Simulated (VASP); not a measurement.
Input of a VASP 6.6.1 run:

File INCAR:

```
SYSTEM = BP
ALGO = Normal
EDIFF = 1E-7
ENCUT = 520
GGA = PE
ISIF = 2
ISMEAR = 0
LASPH = .True.
LCHARG = .False.
LREAL = .False.
LWAVE = .False.
NBANDS = 11
NELM = 60
PREC = Accurate
SIGMA = 0.05
```

The input KPOINTS:

```
k-points
0
Gamma
  10 10 10
  0 0 0
```

POSCAR

```
BP
1.0
    0.0000000000      2.1782400000      2.4505200000
    2.1782400000      0.0000000000      2.4505200000
    2.1782400000      2.1782400000      0.0000000000
B P
1 1
Direct
    0.0000000000      0.0000000000      0.0000000000
    0.7500000000      0.7500000000      0.7500000000
```

Potentials or basis: VASP PAW PBE potentials, release 64 (B, P).

The run is started by

```sh
$ cat potpaw_PBE.64/B/POTCAR potpaw_PBE.64/P/POTCAR > POTCAR
$ mpirun -np 1 vasp_std > vasp.out
```

(1) Predict the band gap on the k mesh.

(2) Estimate the pressure.

## Answers

(1) 0.33 eV, indirect (least direct gap 2.83 eV).

(2) 1.5 GPa.

Caveat: the cell differs from its parent crystal (strain -0.040 along x and y, +0.080 along z).
